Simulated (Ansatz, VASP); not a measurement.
## Two plane-wave programs on La2O3

```xyz
5
Lattice="3.9308 0.0000 0.0000 -1.9654 3.4042 0.0000 0.0000 0.0000 6.1120" Properties=species:S:1:pos:R:3 pbc="T T T"
La    0.0000    2.2694    1.5050
La    1.9654    1.1347    4.6070
O     0.0000    0.0000    0.0000
O     0.0000    2.2694    3.9477
O     1.9654    1.1347    2.1643
```

Alike in both runs: functional r2SCAN; k mesh 8 × 8 × 5; occupations fermi-dirac, width 0.05 eV; no spin polarisation; Hubbard terms La f U = 8.0 eV.

```csv
,VASP,Ansatz
version,VASP 6.6.1,Ansatz 0.2.0
potentials or method,"VASP PAW PBE potentials, release 64 (La, O)",Ansatz PAW
plane-wave cutoff (eV),520,500
valence electrons in the cell,40,40
task,single point,band structure
```

Ansatz gave:

```
gap on the k mesh at the Fermi level (eV)                     : 4.28
least direct gap on the mesh (eV)                             : 4.44
pressure (GPa)                                                : 4.5
traceless stress, the component that is largest in VASP (GPa) : -0.43
rms of the force components (eV/Å)                            : 0.038
```

Problem. What did VASP give for the same quantities?

Solution. gap on the k mesh at the Fermi level (eV): 4.29; least direct gap on the mesh (eV): 4.45; pressure (GPa): 6.0; traceless stress, the component that is largest in VASP (GPa): -0.93; rms of the force components (eV/Å): 0.109.

VASP's potentials were made for PBE, not for r2SCAN. The programs project onto different local orbitals, so the same U acts differently, and such runs can settle in different states. Atom by atom the forces differ by 0.071 eV/Å (rms over components).

Neither program's run includes spin-orbit coupling. Noted on Ansatz's run: the magnetic or orbital state may not be the lowest; the k mesh misses the band edges, so the gap on the mesh is wider than the one along the path.
